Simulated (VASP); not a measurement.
HoO3:

```
CELL_PARAMETERS angstrom
0.00000 2.90313 2.90313
2.90313 0.00000 2.90313
2.90313 2.90313 0.00000
ATOMIC_POSITIONS crystal
Ho 0.00000 0.00000 0.00000
O 0.25000 0.25000 0.25000
O 0.75000 0.75000 0.75000
O 0.50000 0.50000 0.50000
```

The cell was generated, and may not be a known phase.

- Program: VASP 6.6.1
- Task: relaxation of cell and atoms
- Functional: PBE
- Potentials or basis: VASP PAW PBE potentials, release 64 (Ho_3, O), 4f in core
- Cutoff: 600 eV
- k mesh: 6 × 6 × 6
- Occupations: gaussian, width 0.1 eV
- Spin: no spin polarisation

At the start: pressure -16.8 GPa; volume 12.23 Å³/atom.

How do energy, volume and symmetry change on relaxing?

Over 3 steps the energy falls by 100.3 meV/atom and the volume is 10.56 Å³/atom (-13.7 %); space group Fm-3m (No. 225, to 0.1 Å) before and after.

Step by step:
```
step  energy change (eV)  largest force (eV/Å)  pressure (GPa)  volume (Å³)
   1              0.0000                0.0000          -16.76        48.94
   2             -0.3598                0.0000            7.63        40.42
   3             -0.4012                0.0000            0.03        42.22
```

Final structure:
```xyz
4
Lattice="0.0000 2.7638 2.7638 2.7638 0.0000 2.7638 2.7638 2.7638 0.0000" Properties=species:S:1:pos:R:3 pbc="T T T"
Ho    0.0000    0.0000    0.0000
O     1.3819    1.3819    1.3819
O     4.1456    4.1456    4.1456
O     2.7638    2.7638    2.7638
```

Caveat: an odd number of electrons without spin polarisation forces a metal; a magnetic or distorted state may lie lower; the run has no spin polarisation, though such a crystal can be magnetic.
